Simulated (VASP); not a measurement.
Set up this calculation in VASP 6.6.1, as the native input.

```yaml
Task: single point
Functional: PBE
Potentials_or_basis: VASP PAW PBE potentials, release 64 (Ge_d, Ga_d)
Cutoff: 520 eV
k_mesh: 6 × 6 × 6
Occupations: fermi-dirac, width 0.05 eV
Spin: no spin polarisation
Dipole_correction: no
Further_INCAR_settings: ALGO = Normal; EDIFF = 1e-06; NBANDS = 36
```

The structure of GaGe3 lies in POSCAR:

```
GaGe3
1.0
    4.2784660000      0.0000000000      0.0000000000
    0.0000000000      4.2784660000      0.0000000000
    0.0000000000      0.0000000000      4.2784660000
Ge Ga
3 1
Direct
    0.5006010000      0.4993680000     -0.0079840000
    0.5150890000     -0.0068830000      0.4946610000
    0.0124480000      0.4926530000      0.4999670000
    0.0036790000      0.0065190000      0.0059030000
```

This cell differs from its parent crystal: atoms moved at random.

The input as run:

INCAR

```
SYSTEM = GaGe3
PREC = Accurate ; ENCUT = 520
EDIFF = 1E-6 ; ISMEAR = -1
SIGMA = 0.05 ; LREAL = .FALSE.
LASPH = .TRUE. ; NELM = 100
ALGO = Normal ; ISIF = 2
LWAVE = .FALSE. ; LCHARG = .TRUE.
GGA = PE ; LELF = .TRUE.
LVHAR = .TRUE. ; NBANDS = 36
```

KPOINTS

```
Automatic mesh
0
G
  6 6 6
  0 0 0
```

Potentials or basis: VASP PAW PBE potentials, release 64 (Ge_d, Ga_d).

Command:

```bash
$ cat potpaw_PBE.64/Ge_d/POTCAR potpaw_PBE.64/Ga_d/POTCAR > POTCAR
$ mpirun -np 1 vasp_std > vasp.out
```

It gave:

```yaml
Pressure: -0.1 GPa
Largest_force: 0.110 eV/Å
```

Caveat: the cell differs from its parent crystal (atoms moved at random).

It took 2.7 min on 1 thread of Intel Xeon 6975P-C, on a shared host, peak memory 0.37 GiB.
